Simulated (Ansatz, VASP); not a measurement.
# BaCaS2: VASP beside Ansatz

```xyz
4
Lattice="2.1374 1.2340 7.0418 -2.1374 1.2340 7.0418 0.0000 -2.4680 7.0418" Properties=species:S:1:pos:R:3 pbc="T T T"
Ca    2.1374    1.2340    7.0418
Ba    0.0000    0.0000   10.5627
S     0.0000    0.0000    5.4734
S     0.0000    0.0000   15.6521
```

Alike in both runs: task single point; functional PBE; k mesh 8 × 8 × 8; occupations fermi-dirac, width 0.02 eV; no spin polarisation.

```csv
,VASP,Ansatz
version,VASP 6.6.1,Ansatz 0.2.0
potentials or method,"VASP PAW PBE potentials, release 64 (Ca_sv, Ba_sv, S)","plane waves, PAW"
plane-wave cutoff (eV),520,420
valence electrons in the cell,32,32
```

```tsv
	VASP	Ansatz	Ansatz less VASP
gap on the k mesh at the Fermi level (eV)	2.05	2.12	+0.070
pressure (GPa)	0.7	0.2	-0.48
traceless stress, the component that is largest in VASP (GPa)	-0.07	-0.08	-0.004
rms of the force components (eV/Å)	0.013	0.014	+0.0011
```

Atom by atom the forces differ by 0.027 eV/Å (rms over components).

Spin-orbit coupling is off throughout.
